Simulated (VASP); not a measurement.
# Zn in VASP: notebook, part 2 of 2

VASP 6.6.1.

### Step 5. Relaxation of the atoms, PBE

The input, INCAR:

```
ALGO = Normal ; DIPOL = 0.5 0.5 0.500
EDIFF = 1E-7 ; EDIFFG = -0.01
ENCUT = 450 ; GGA = PE
GGA_COMPAT = False ; IBRION = 2
IDIPOL = 3 ; ISIF = 2
ISMEAR = -1 ; KPAR = 4
LASPH = True ; LCHARG = False
LDIPOL = True ; LREAL = False
LWAVE = False ; NELM = 120
NELMDL = -8 ; NELMIN = 4
NSW = 60 ; PREC = Accurate
SIGMA = 0.08
```

The input, KPOINTS:

```
k-points
0
Gamma
  16 16 1
```

The input, POSCAR:

```
Zn
1.0
    2.6356265398      0.0000000000      0.0000000000
   -1.3178132699      2.2825195384      0.0000000000
    0.0000000000      0.0000000000     26.1851000000
Zn
5
Direct
    0.0000000000      0.0000000000      0.3055177505
    0.3333333340      0.6666666660      0.4027588754
    0.0000000000      0.0000000000      0.4999999997
    0.3333333340      0.6666666660      0.5972411246
    0.0000000000      0.0000000000      0.6944822495
```

Potentials or basis: VASP PAW PBE potentials, release 64 (Zn).

On the command line:

```sh
$ cat potpaw_PBE.64/Zn/POTCAR > POTCAR
$ mpirun -np 4 vasp_std > vasp.out
```

OUTCAR:

```text
EDIFF = 1E-7
   EDIFFG = -0.01
   ENCUT = 450
   GGA = PE
   IBRION = 2
   ISIF = 2
   ISMEAR = -1
   LASPH = True
   LREAL = False
   NELM = 120
   NELMDL = -8
   NELMIN = 4
   NSW = 60
   PREC = Accurate

 ion  position               nearest neighbor table
   1  0.000  0.000  0.306-   2 2.97   2 2.97   2 2.97
   2  0.333  0.667  0.403-   3 2.97   3 2.97   3 2.97   1 2.97   1 2.97   1 2.97
   3  0.000  0.000  0.500-   2 2.97   2 2.97   2 2.97   4 2.97   4 2.97   4 2.97
   4  0.333  0.667  0.597-   5 2.97   3 2.97   5 2.97   3 2.97   5 2.97   3 2.97
   5  0.000  0.000  0.694-   4 2.97   4 2.97   4 2.97

  LATTYP: Found a hexagonal cell.
 ALAT       =     2.6356265398
 C/A-ratio  =     9.9350570366

  Lattice vectors:

 A1 = (   2.6356265398,   0.0000000000,   0.0000000000)
 A2 = (  -1.3178132699,   2.2825195384,   0.0000000000)
[... 391 lines left out ...]
 E-fermi :  -0.5672     XC(G=0):  -6.0763

 val. band max:       -0.5677853474   @ k =   0.0000   0.0000   0.0000
 cond. band min:      -0.5669126000   @ k =   0.3750   0.2500   0.0000
 fundamental gap:      0.0008727475
 Fermi energy:        -0.5672457550

 k-point     1 :       0.0000    0.0000    0.0000
  band No.  band energies     occupation
      1     -11.0429      2.00000
      2     -10.3337      2.00000
      3      -9.6342      2.00000
      4      -9.2474      2.00000
      5      -9.2423      2.00000
      6      -8.5334      2.00000
[... 925 lines left out ...]
     35       5.1663      0.00000
     36       5.2353      0.00000

 [... further k-points ...]

------------------------ aborting loop because EDIFF is reached ----------------------------------------

 vacuum level on the upper side and lower side of the slab       (xc-potential included)        -0.086        -0.086

  FORCE on cell =-STRESS in cart. coord.  units (eV):
  Direction    XX          YY          ZZ          XY          YZ          ZX
  --------------------------------------------------------------------------------------
  -------------------------------------------------------------------------------------
  Total        0.4677897      0.4677897     -0.1128748     -0.0000000      0.0000000      0.0000000
  in kB        4.7578268      4.7578268     -1.1480342     -0.0000000      0.0000000      0.0000000
  external PRESSURE =       2.7892065 kB  Pullay stress =       0.0000000 kB
[... 20 lines left out ...]
  FREE ENERGIE OF THE ION-ELECTRON SYSTEM (eV)
  ---------------------------------------------------
  free  energy   TOTEN  =        -5.3198195508 eV

  energy  without entropy=       -5.3006218552  energy(sigma->0) =       -5.31022070

 reached required accuracy - stopping structural energy minimisation

 vacuum level on the upper side and lower side of the slab         3.304         3.304
```

OSZICAR:

```text
N       E                     dE             d eps       ncg     rms          rms(c)
DAV:   1     0.368892191894E+03    0.36889E+03   -0.27649E+04  2160   0.190E+03
DAV:   2     0.244945921122E+02   -0.34440E+03   -0.33605E+03  2176   0.407E+02
[... 118 lines left out ...]
DAV:   2    -0.531982990572E+01   -0.89723E-03   -0.91992E-03  2316   0.863E-01    0.583E-02
DAV:   3    -0.531982018137E+01    0.97244E-05   -0.17016E-04  2416   0.372E-01    0.339E-02
DAV:   4    -0.531981908940E+01    0.10920E-05   -0.44851E-05  2576   0.185E-01    0.717E-03
DAV:   5    -0.531981947041E+01   -0.38101E-06   -0.15070E-05  2420   0.554E-02    0.465E-03
DAV:   6    -0.531981952314E+01   -0.52736E-07   -0.33667E-06  2408   0.483E-02    0.160E-03
DAV:   7    -0.531981955080E+01   -0.27654E-07   -0.49215E-07  2156   0.180E-02
  11 F= -.53198196E+01 E0= -.53102207E+01  d E =-.251858E-02
```

CONTCAR:

```text
Zn
   1.00000000000000
     2.6356265398000001    0.0000000000000000    0.0000000000000000
    -1.3178132699000000    2.2825195383999999    0.0000000000000000
     0.0000000000000000    0.0000000000000000   26.1850999999999985
  Zn
     5
Direct
     0.0000000000000000    0.0000000000000000    0.3139029289886362
     0.3333333340000024    0.6666666659999976    0.4081605270325635
     0.0000000000000000    0.0000000000000000    0.4999999997000018
     0.3333333340000024    0.6666666659999976    0.5918394729674364
     0.0000000000000000    0.0000000000000000    0.6860970710113637

  0.00000000E+00  0.00000000E+00  0.00000000E+00
  0.00000000E+00  0.00000000E+00  0.00000000E+00
  0.00000000E+00  0.00000000E+00  0.00000000E+00
  0.00000000E+00  0.00000000E+00  0.00000000E+00
  0.00000000E+00  0.00000000E+00  0.00000000E+00
```

Wall time 4.9 min (4 MPI ranks of AMD EPYC 7R43 (Zen 3), shared host); peak memory 0.26 GiB.

What came out:

* Free energy: -5.3198 eV
* Energy gained by relaxing: 4.7 meV/atom
* Ionic steps: 11
* Largest force after relaxing: 0.005 eV/Å
* Band gap on the k mesh: zero (bands 30 and 31 overlap by 3.75 eV)

Forces in eV/Å, atoms in the order of the input:
```
Zn   0.000  0.000 -0.002
Zn   0.000  0.000  0.005
Zn   0.000  0.000  0.000
Zn   0.000  0.000 -0.005
Zn   0.000  0.000  0.002
```

Step by step:
```tsv
step	energy change (eV)	largest force (eV/Å)	pressure (GPa)
1	0.0000	0.0605	-0.62
2	-0.0006	0.0580	-0.61
3	-0.0023	0.0528	-0.59
4	-0.0054	0.0577	-0.54
5	-0.0103	0.0701	-0.42
6	-0.0133	0.0916	-0.16
7	-0.0145	0.0911	-0.11
8	-0.0177	0.0889	0.02
9	-0.0209	0.0827	0.32
10	-0.0226	0.0476	0.30
11	-0.0234	0.0045	0.28
```

Final structure:
```cif
data_structure
_symmetry_space_group_name_H-M 'P 1'
_symmetry_Int_Tables_number 1
_cell_length_a 2.6356
_cell_length_b 2.6356
_cell_length_c 26.1851
_cell_angle_alpha 90.000
_cell_angle_beta 90.000
_cell_angle_gamma 120.000
_cell_volume 157.53
loop_
_atom_site_label
_atom_site_type_symbol
_atom_site_fract_x
_atom_site_fract_y
_atom_site_fract_z
_atom_site_occupancy
Zn1 Zn 0.00000 0.00000 0.31390 1
Zn2 Zn 0.33333 0.66667 0.40816 1
Zn3 Zn 0.00000 0.00000 0.50000 1
Zn4 Zn 0.33333 0.66667 0.59184 1
Zn5 Zn 0.00000 0.00000 0.68610 1
```

Levels at points of the mesh, in eV from the Fermi level:
| k point | band 27 | band 28 | band 29 | band 30 | band 31 | band 32 | band 33 | band 34 |
| --- | --- | --- | --- | --- | --- | --- | --- | --- |
| (0.00, 0.00, 0.00) | -7.01 | -7.01 | -6.37 | -4.41 | -2.73 | 0.00 | 2.29 | 3.53 |
| (0.50, 0.00, 0.00) | -2.19 | -2.11 | -1.53 | -1.45 | 0.45 | 0.93 | 1.28 | 2.16 |

### Step 6. Overview

```csv
task,cell,cutoff (eV),gap on the mesh (eV),largest force (eV/Å)
single point,"as given, atomic positions A",520,none,0.06
single point,"as given, atomic positions B",520,none,0.01
relaxation of the atoms,"atoms relaxed, atomic positions A",450,none,-
```

Alike in all rows: level PBE; potentials or basis VASP PAW PBE potentials, release 64 (Zn); no spin polarisation; k mesh 16 × 16 × 1; smearing fermi-dirac 0.08 eV.

Absolute energies hang on the potentials; compare differences alone.
